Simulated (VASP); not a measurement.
Runs of VASP 6.6.1 on Hf. The structure is that of space group P6_3/mmc (No. 194), or close to it. The cells are those of the table. 

```tsv
cell	gap on the mesh (eV)	pressure (GPa)
a = 2.717, b = 2.717, c = 5.058 Å, angles 90.0, 90.0, 120.0°, 2 atoms	none	50.1
a = 3.077, b = 3.077, c = 5.058 Å, angles 90.0, 90.0, 120.0°, 2 atoms	none	(b)
a = 2.957, b = 2.957, c = 5.058 Å, angles 90.0, 90.0, 120.0°, 2 atoms	none	15.9
a = 3.616, b = 3.616, c = 5.058 Å, angles 90.0, 90.0, 120.0°, 2 atoms	none	(a)
a = 3.436, b = 3.436, c = 5.058 Å, angles 90.0, 90.0, 120.0°, 2 atoms	none	-15.0
```

Alike in all rows: task single point; level PBEsol; potentials or basis VASP PAW PBE potentials, release 64 (Hf_pv); no spin polarisation; k mesh 18 × 18 × 10; cutoff (eV) 520; smearing gaussian 0.15 eV.

Task: Estimate the missing entries.

Result: (a) -19.0; (b) 4.5.

Caveats: the PAW data sets were made with another functional, which shifts forces and pressure a little; spin-orbit coupling is left out, which moves the levels of the heavy elements; the cell stands under pressure (at least some runs); the cell stands under tension (at least some runs).

A k mesh can miss the band edges, and the runs leave out spin-orbit coupling on Hf.

A gap of «none» marks levels without a gap at the run's occupations.
